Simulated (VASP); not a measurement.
**Si4W2Cl: single point with PBE**

The system is Si4W2Cl, a slab with vacuum.

```xyz
7
Lattice="3.2293 0.0000 0.0000 0.0000 3.2293 0.0000 0.0000 0.0000 21.9373" Properties=species:S:1:pos:R:3 pbc="T T T"
Si    0.0000    0.0000    4.0000
Si    0.0000    0.0000    6.6029
Si    1.6146    1.6146    7.8757
Si    1.6146    1.6146   10.4373
W     1.6146    1.6146    5.3015
W     0.0000    0.0000    9.1662
Cl    1.6146    2.4220   12.3976
```

| Item | Value |
| --- | --- |
| Program | VASP 6.6.1 |
| Task | single point |
| Functional | PBE |
| Potentials or basis | VASP PAW PBE potentials, release 64 (Si, W_sv, Cl) |
| Cutoff | 520 eV |
| k mesh | 8 × 8 × 1 |
| Occupations | gaussian, width 0.1 eV |
| Spin | no spin polarisation |
| Dipole correction | yes |
| Further INCAR settings | ALGO = Normal; EDIFF = 1e-06; NBANDS = 34 |

```json
{
 "Largest force": "0.746 eV/Å",
 "Band gap on the k mesh": "zero (an odd number of electrons rules out a gap without spin polarisation)"
}
```

Forces in eV/Å, atoms in the order of the input:
```
Si   0.000 -0.001  0.448
Si   0.000  0.012 -0.551
Si   0.000  0.006 -0.380
Si   0.000  0.336  0.666
W    0.000 -0.005  0.001
W    0.000  0.332 -0.161
Cl   0.000 -0.679 -0.022
```

Levels at points of the mesh, in eV from the Fermi level:
```csv
k point,band 23,band 24,band 25,band 26,band 27,band 28,band 29,band 30
"(0.00, 0.00, 0.00)",-0.66,-0.58,0.70,0.71,0.89,0.92,0.97,2.45
"(0.50, 0.00, 0.00)",-1.88,-1.46,-0.29,-0.27,-0.13,2.50,2.70,2.90
"(0.00, 0.50, 0.00)",-1.75,-1.04,-0.27,-0.25,-0.13,2.24,2.71,2.88
"(0.50, 0.50, 0.00)",-2.12,-1.98,-1.90,-0.44,0.93,1.67,2.97,3.10
```

It took 8.9 min on 1 thread of Intel(R) Xeon(R) Platinum 8375C CPU @ 2.90GHz (Ice Lake), with other jobs on the host, peak memory 0.4 GiB.

Caveat: spin-orbit coupling is left out, which moves the levels of the heavy elements; an odd number of electrons without spin polarisation forces a metal; a magnetic or distorted state may lie lower.
